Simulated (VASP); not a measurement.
Set up this calculation in VASP 6.6.1, as the native input.

| Item | Value |
| --- | --- |
| Task | single point |
| Functional | PBE |
| Potentials or basis | VASP PAW PBE potentials, release 64 (Zr_sv, Br, Cl) |
| Cutoff | 520 eV |
| k mesh | 18 × 18 × 1 |
| Occupations | gaussian, width 0.1 eV |
| Spin | no spin polarisation |
| Dipole correction | yes |
| Further INCAR settings | ALGO = Normal; EDIFF = 1e-06; NBANDS = 20 |

The structure of ZrBrCl lies in POSCAR:

```
ZrBrCl
1.0
    3.4233164954      0.0000002402      0.0000000000
   -1.7116584557      2.9646789301      0.0000000000
    0.0000000000      0.0000000000     29.7259341200
Zr Br Cl
1 1 1
Direct
    0.0000000000      0.0000000000      0.2826519574
    0.6666666667      0.3333333333      0.3479497606
    0.3333333333      0.6666666667      0.2236018847
```

These files were run (other wordings do the same):

INCAR

```
ALGO = Normal
DIPOL = 0.5 0.5 0.285
EDIFF = 1E-6
ENCUT = 520
GGA = PE
IDIPOL = 3
ISIF = 2
ISMEAR = 0
LASPH = True
LCHARG = True
LDIPOL = True
LELF = True
LREAL = False
LVACPOTAV = True
LVHAR = True
LWAVE = False
NBANDS = 20
NELM = 100
PREC = Accurate
SIGMA = 0.1
```

KPOINTS

```
k-points
0
Gamma
  18 18 1
```

Potentials or basis: VASP PAW PBE potentials, release 64 (Zr_sv, Br, Cl).

The run is started by

```console
$ cat potpaw_PBE.64/Zr_sv/POTCAR potpaw_PBE.64/Br/POTCAR potpaw_PBE.64/Cl/POTCAR > POTCAR
$ mpirun -np 1 vasp_std > vasp.out
```

Results of the run:

* Largest force: 0.129 eV/Å
* Band gap on the k mesh: zero (band 13 reaches -1.15 eV, above the bottom of band 14 at -1.83 eV)

Run time: 6.2 min on 1 thread of AMD EPYC 7R43 64-Core Processor (Zen 3), on a shared host, peak memory 0.56 GiB.
